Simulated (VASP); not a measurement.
# Sb in VASP: notebook

The runs below take Sb through single point, with PBE+D3(BJ).

Everything below comes from runs of VASP 6.6.1. Logs are shortened: lines on timing, memory, paths and dates and some standing lists are left out, and cuts for length are marked.

## (1) The cell of the first run

The cell holds a slab with vacuum, 4 atoms: a = 4.069 Å, b = 4.069 Å, c = 20.800 Å, α = 90.00°, β = 90.00°, γ = 120.00°.

## (2) Single point, PBE+D3(BJ)

INCAR

```
PREC     = Accurate       # precision mode
ENCUT    = 400            # plane-wave cutoff, eV
EDIFF    = 1E-6           # SCF threshold, eV
ISMEAR   = 0              # smearing method
SIGMA    = 0.05           # smearing width, eV
LREAL    = False          # projectors in reciprocal space
LASPH    = True           # aspherical terms in the spheres
NELM     = 120            # most SCF steps
ALGO     = Normal         # electronic algorithm
ISIF     = 2              # what is computed and relaxed
LWAVE    = False          # write WAVECAR
LCHARG   = True           # write CHGCAR
LDIPOL   = True         
IDIPOL   = 3            
DIPOL    = 0.5 0.5 0.388
GGA      = PE             # functional
IVDW     = 12             # dispersion correction
LELF     = True           # ELF
LVHAR    = True         
LVACPOTAV= True         
NBANDS   = 38             # bands
GGA_COMPAT= False        
NELMDL   = -8
```

KPOINTS

```
Automatic mesh
0
Gamma
  9 9 1
```

POSCAR

```
Sb
1.0
    4.0686848921      0.0000000000      0.0000000000
   -2.0343424461      3.5235844766      0.0000000000
    0.0000000000      0.0000000000     20.8000277116
Sb
4
Direct
    0.3333333333      0.6666666667      0.2956733491
    0.6666666667      0.3333333333      0.2163458656
    0.0000000000      1.0000000000      0.5600967399
    0.3333333333      0.6666666667      0.4807692564
```

Potentials or basis: VASP PAW PBE potentials, release 64 (Sb_d_GW).

Launch:

```bash
$ cat potpaw_PBE.64/Sb_d_GW/POTCAR > POTCAR
$ mpirun -np 1 vasp_std > vasp.out
```

OUTCAR:

```text
PREC = Accurate
   ENCUT = 400
   EDIFF = 1E-6
   ISMEAR = 0
   LREAL = False
   LASPH = True
   NELM = 120
   ISIF = 2
   GGA = PE
   IVDW = 12
   NELMDL = -8
 IVDW          = 12

 ion  position               nearest neighbor table
   1  0.333  0.667  0.296-   2 2.87   2 2.87   2 2.87
   2  0.667  0.333  0.216-   1 2.87   1 2.87   1 2.87
   3  0.000  0.000  0.560-   4 2.87   4 2.87   4 2.87
   4  0.333  0.667  0.481-   3 2.87   3 2.87   3 2.87

  LATTYP: Found a hexagonal cell.
 ALAT       =     4.0686848921
 C/A-ratio  =     5.1122237930

  Lattice vectors:

 A1 = (   4.0686848921,   0.0000000000,   0.0000000000)
 A2 = (  -2.0343424461,   3.5235844766,   0.0000000000)
 A3 = (   0.0000000000,   0.0000000000,  20.8000277116)

Analysis of symmetry for initial positions (statically):
=====================================================================
 Subroutine PRICEL returns:
 Original cell was already a primitive cell.

 Routine SETGRP: Setting up the symmetry group for a
 hexagonal supercell.

 Subroutine GETGRP returns: Found 12 space group operations
 (whereof  6 operations were pure point group operations)
 out of a pool of 24 trial point group operations.

The static configuration has the point symmetry C_3v.
 The point group associated with its full space group is D_3d.

Analysis of symmetry for dynamics (positions and initial velocities):
=====================================================================
 Subroutine PRICEL returns:
 Original cell was already a primitive cell.

 Routine SETGRP: Setting up the symmetry group for a
 hexagonal supercell.

 Subroutine GETGRP returns: Found 12 space group operations
 (whereof  6 operations were pure point group operations)
 out of a pool of 24 trial point group operations.

The dynamic configuration has the point symmetry C_3v.
 The point group associated with its full space group is D_3d.

 Subroutine INISYM returns: Found 12 space group operations
 (whereof  6 operations are pure point group operations),
 and found     1 'primitive' translations

----------------------------------------------------------------------------------------

                                     Primitive cell

  volume of cell :     298.1966

  direct lattice vectors                    reciprocal lattice vectors
     4.068684892  0.000000000  0.000000000     0.245779663  0.141900954  0.000000000
    -2.034342446  3.523584477  0.000000000     0.000000000  0.283801909  0.000000000
     0.000000000  0.000000000 20.800027712     0.000000000  0.000000000  0.048076859

  length of vectors
     4.068684892  4.068684892 20.800027712     0.283801909  0.283801909  0.048076859

  position of ions in fractional coordinates (direct lattice)
     0.333333333  0.666666667  0.295673349
     0.666666667  0.333333333  0.216345866
     0.000000000  0.000000000  0.560096740
     0.333333333  0.666666667  0.480769256

  ion indices of the primitive-cell ions
   primitive index   ion index
                 1           1
                 2           2
                 3           3
                 4           4

----------------------------------------------------------------------------------------

 KPOINTS: Automatic mesh

Automatic generation of k-mesh.
 Grid dimensions read from file:
 generate k-points for:    9    9    1

 Generating k-lattice:

  Cartesian coordinates                     Fractional coordinates (reciprocal lattice)
     0.027308851  0.015766773  0.000000000     0.111111111 -0.000000000  0.000000000
     0.000000000  0.031533545  0.000000000     0.000000000  0.111111111  0.000000000
     0.000000000  0.000000000  0.048076859     0.000000000  0.000000000  1.000000000

  Length of vectors
     0.031533545  0.031533545  0.048076859

  Shift w.r.t. Gamma in fractional coordinates (k-lattice)
     0.000000000  0.000000000  0.000000000

 Subroutine IBZKPT returns following result:
 ===========================================

 Found     12 irreducible k-points:

 Following reciprocal coordinates:
            Coordinates               Weight
  0.000000  0.000000  0.000000      1.000000
  0.111111 -0.000000  0.000000      6.000000
  0.222222 -0.000000  0.000000      6.000000
  0.333333 -0.000000  0.000000      6.000000
  0.444444 -0.000000  0.000000      6.000000
  0.111111  0.111111  0.000000      6.000000
  0.222222  0.111111  0.000000     12.000000
  0.333333  0.111111  0.000000     12.000000
  0.444444  0.111111  0.000000      6.000000
  0.222222  0.222222  0.000000      6.000000
  0.333333  0.222222  0.000000     12.000000
  0.333333  0.333333  0.000000      2.000000
   k-points           NKPTS =     12   k-points in BZ     NKDIM =     12   number of bands    NBANDS=     38
   number of dos      NEDOS =    301   number of ions     NIONS =      4
   total plane-waves  NPLWV = 109760
   dimension x,y,z NGX =    28 NGY =   28 NGZ =  140
   dimension x,y,z NGXF=    56 NGYF=   56 NGZF=  280
   ions per type =               4
   NGX,Y,Z   is equivalent  to a cutoff of  11.44, 11.44, 11.19 a.u.
   NGXF,Y,Z  is equivalent  to a cutoff of  22.88, 22.88, 22.38 a.u.
 SYSTEM =  unknown system
   PREC   = accura    normal or accurate (medium, high low for compatibility)
   ISTART =      0    job   : 0-new  1-cont  2-samecut
   ICHARG =      2    charge: 1-file 2-atom 10-const
   ISPIN  =      1    spin polarized calculation?
   LNONCOLLINEAR =      F non collinear calculations
   LSORBIT =      F    spin-orbit coupling
   LASPH  =      T    aspherical Exc in radial PAW
   ENCUT  =  400.0 eV  29.40 Ry    5.42 a.u.   6.63  6.63 33.92*2*pi/ulx,y,z
   NELM   =    120;   NELMIN=  2; NELMDL= -8     # of ELM steps
   EDIFF  = 0.1E-05   stopping-criterion for ELM
   LREAL  =      F    real-space projection
   EDIFFG = 0.1E-04   stopping-criterion for IOM
   NSW    =      0    number of steps for IOM
   IBRION =     -1    ionic relax: 0-MD 1-quasi-New 2-CG
   NFREE  =      0    steps in history (QN), initial steepest desc. (CG)
   ISIF   =      2    stress and relaxation
   ISYM   =      2    0-nonsym 1-usesym 2-fastsym
   POTIM  = 0.5000    time-step for ionic-motion
   TEBEG  =    0.0;   TEEND  =   0.0 temperature during run
   PSTRESS=    0.0 pullay stress
   NELECT =      60.0000    total number of electrons
   NUPDOWN=      -1.0000    fix difference up-down
   EMIN   =  10.00;   EMAX   =-10.00  energy-range for DOS
   EFERMI =   0.00;   METHOD = LEGACY
   ISMEAR =     0;   SIGMA  =   0.05  broadening in eV -4-tet -1-fermi 0-gaus
   EFERMI_NEDOS =   21; number of points for ismear=-14 and -15
   IALGO  =     38    algorithm
   IMIX   =      4    mixing-type and parameters
     AMIX     =   0.40;   BMIX     =  1.00
     AMIX_MAG =   1.60;   BMIX_MAG =  1.00
  volume/ion in A,a.u.               =      74.55       503.08
  Fermi-wavevector in a.u.,A,eV,Ry     =   0.959307  1.812828 12.521037  0.920270
  Thomas-Fermi vector in A             =   2.088492
   LORBIT       =      0    0 simple, 1 ext, 2 COOP (PROOUT), +10 PAW based schemes
   GGA     = PE    functional components
   LHFCALC =     F    Hartree Fock is set to
   AEXX    =    0.0000 exact exchange contribution
   IVDW    =    12    specifies the selected vdW correction
   LEPSILON=     F    determine dielectric tensor
   LRPA    =     F    only Hartree local field effects (RPA)
 non-spin polarized calculation
 Gauss-broadening in eV      SIGMA  =   0.05
  energy-cutoff  :      400.00
  volume of cell :      298.20
 maximum number of plane-waves:      5503
 NGX is ok and might be reduce to    28
   NGX = 13   NGY = 13   NGZ = 67

 dipolmoment           0.000000      0.000000      0.000066 electrons x Angstroem

 number of electron      60.0000010 magnetization

 dipolmoment           0.000000      0.000000     -0.000001 electrons x Angstroem

 Free energy of the ion-electron system (eV)
  ---------------------------------------------------
  ext. energy  EPLUGINS =         0.00000000
  ---------------------------------------------------
  free energy    TOTEN  =       -16.24781823 eV

  energy without entropy =      -16.24781823  energy(sigma->0) =      -16.24781823

 E-fermi :  -0.5324     XC(G=0):  -4.8981

 val. band max:       -0.8422688573   @ k =   0.0000   0.0000   0.0000
 cond. band min:       0.0153467052   @ k =   0.3333  -0.0000   0.0000
 fundamental gap:      0.8576155625
 Fermi energy:        -0.5324437566

 k-point     1 :       0.0000    0.0000    0.0000
  band No.  band energies     occupation
      1     -29.5381      2.00000
      2     -29.5381      2.00000
      3     -29.5376      2.00000
      4     -29.5376      2.00000
      5     -29.4598      2.00000
      6     -29.4598      2.00000
[... 30 lines left out ...]
     37       3.2987      0.00000
     38       3.6527      0.00000

 k-point     2 :       0.1111   -0.0000    0.0000
  band No.  band energies     occupation
      1     -29.5371      2.00000
      2     -29.5367      2.00000
      3     -29.5315      2.00000
      4     -29.5310      2.00000
      5     -29.4590      2.00000
      6     -29.4588      2.00000
[... 30 lines left out ...]
     37       3.4803      0.00000
     38       3.8034      0.00000

 k-point     3 :       0.2222   -0.0000    0.0000
  band No.  band energies     occupation
      1     -29.5346      2.00000
      2     -29.5342      2.00000
      3     -29.5128      2.00000
      4     -29.5123      2.00000
      5     -29.4575      2.00000
      6     -29.4574      2.00000
[... 30 lines left out ...]
     37       3.8575      0.00000
[... 289 lines left out ...]
 k-point    11 :       0.3333    0.2222    0.0000
  band No.  band energies     occupation
      1     -29.5294      2.00000
      2     -29.5291      2.00000
      3     -29.4513      2.00000
      4     -29.4509      2.00000
      5     -29.4342      2.00000
      6     -29.4337      2.00000
[... 30 lines left out ...]
     37       5.0094      0.00000
     38       5.1567      0.00000

 k-point    12 :       0.3333    0.3333    0.0000
  band No.  band energies     occupation
      1     -29.5289      2.00000
      2     -29.5289      2.00000
      3     -29.4308      2.00000
      4     -29.4308      2.00000
      5     -29.4296      2.00000
      6     -29.4296      2.00000
[... 30 lines left out ...]
     37       5.7102      0.00000
     38       5.7102      0.00000

------------------------ aborting loop because EDIFF is reached ----------------------------------------

 Edisp (eV)   -1.16036

 E8    (eV) :    -0.5553

  FORCE on cell =-STRESS in cart. coord.  units (eV):
  Direction    XX          YY          ZZ          XY          YZ          ZX
  --------------------------------------------------------------------------------------
  -------------------------------------------------------------------------------------
  Total      -0.20542    -0.20542     0.00129     0.00000     0.00000     0.00000
  in kB      -1.10368    -1.10368     0.00692     0.00000     0.00000     0.00000
  external pressure =       -0.73 kB  Pullay stress =        0.00 kB

 VOLUME and BASIS-vectors are now :
 -----------------------------------------------------------------------------
  energy-cutoff  :      400.00
  volume of cell :      298.20
      direct lattice vectors                 reciprocal lattice vectors
     4.068684892  0.000000000  0.000000000     0.245779663  0.141900954  0.000000000
    -2.034342446  3.523584477  0.000000000     0.000000000  0.283801909  0.000000000
     0.000000000  0.000000000 20.800027712     0.000000000  0.000000000  0.048076859

 POSITION                                       TOTAL-FORCE (eV/Angst)
 -----------------------------------------------------------------------------------
     -0.00000      2.34906      6.15001        -0.000000     -0.000000     -0.022678
      2.03434      1.17453      4.50000        -0.000000     -0.000000     -0.023183
      0.00000      0.00000     11.65003         0.000000     -0.000000      0.023183
     -0.00000      2.34906     10.00001         0.000000      0.000000      0.022678
 -----------------------------------------------------------------------------------
    total drift:                               -0.000000     -0.000000     -0.000387

  FREE ENERGIE OF THE ION-ELECTRON SYSTEM (eV)
  ---------------------------------------------------
  free  energy   TOTEN  =       -17.4081750838 eV

  energy  without entropy=      -17.4081750838  energy(sigma->0) =      -17.40817508

 vacuum level on the upper side and lower side of the slab         3.848         3.848
```

It took 2.1 min on 1 thread of Intel Xeon 6975P-C (Granite Rapids), shared host; peak memory 0.35 GiB.

What came out:

```yaml
Free_energy: -17.4082 eV
Largest_force: 0.023 eV/Å
Band_gap_on_the_k_mesh: 0.86 eV (least direct gap 1.34 eV)
Dispersion_energy_per_atom: -0.290 eV
```

Forces in eV/Å, atoms in the order of the input:
```
Sb   0.000  0.000 -0.023
Sb   0.000  0.000 -0.023
Sb   0.000  0.000  0.023
Sb   0.000  0.000  0.023
```

Caveat: spin-orbit coupling is left out, which moves the levels of the heavy elements.

## (3) Single point, PBE+D3(BJ) (layers slid over each other)

INCAR

```
PREC = Accurate ; ENCUT = 400
EDIFF = 1E-6 ; ISMEAR = 0
SIGMA = 0.05 ; LREAL = F
LASPH = T ; NELM = 120
ALGO = Normal ; ISIF = 2
LWAVE = F ; LCHARG = F
LDIPOL = T ; IDIPOL = 3
DIPOL = 0.5 0.5 0.388 ; GGA = PE
IVDW = 12 ; NBANDS = 38
GGA_COMPAT = F ; NELMDL = -8
```

KPOINTS

```
regular mesh
0
Gamma
  9 9 1
```

POSCAR, as its differences from that of step 2:

```diff
@@ -10,3 +10,3 @@
     0.6666666667      0.3333333333      0.2163458656
-    0.0000000000      1.0000000000      0.5600967399
-    0.3333333333      0.6666666667      0.4807692564
+    0.6666666667      1.3333333333      0.5600967399
+    1.0000000000      1.0000000000      0.4807692564
```

Potentials or basis: VASP PAW PBE potentials, release 64 (Sb_d_GW).

Launch:

```bash
$ cat potpaw_PBE.64/Sb_d_GW/POTCAR > POTCAR
$ mpirun -np 1 vasp_std > vasp.out
```

It took 2 min on 1 thread of Intel Xeon 6975P-C (Granite Rapids), shared host; peak memory 0.35 GiB.

Results (log left out):

```
Free energy                : -17.4675 eV
Largest force              : 0.094 eV/Å
Band gap on the k mesh     : 0.90 eV (least direct gap 1.53 eV)
Dispersion energy per atom : -0.291 eV
```

Forces on the atoms (eV/Å):
```
Sb   0.000  0.000  0.094
Sb   0.000  0.000  0.031
Sb   0.000  0.000 -0.031
Sb   0.000  0.000 -0.094
```

Levels at points of the mesh, in eV from the valence-band top:
| k point | band 26 | band 27 | band 28 | band 29 | band 30 | band 31 | band 32 | band 33 | band 34 | band 35 |
| --- | --- | --- | --- | --- | --- | --- | --- | --- | --- | --- |
| (0.00, 0.00, 0.00) | -0.24 | -0.02 | -0.02 | 0.00 | 0.00 | 1.53 | 2.01 | 2.71 | 2.71 | 2.83 |

Caveat: the cell differs from its parent crystal (layers slid over each other); spin-orbit coupling is left out, which moves the levels of the heavy elements.
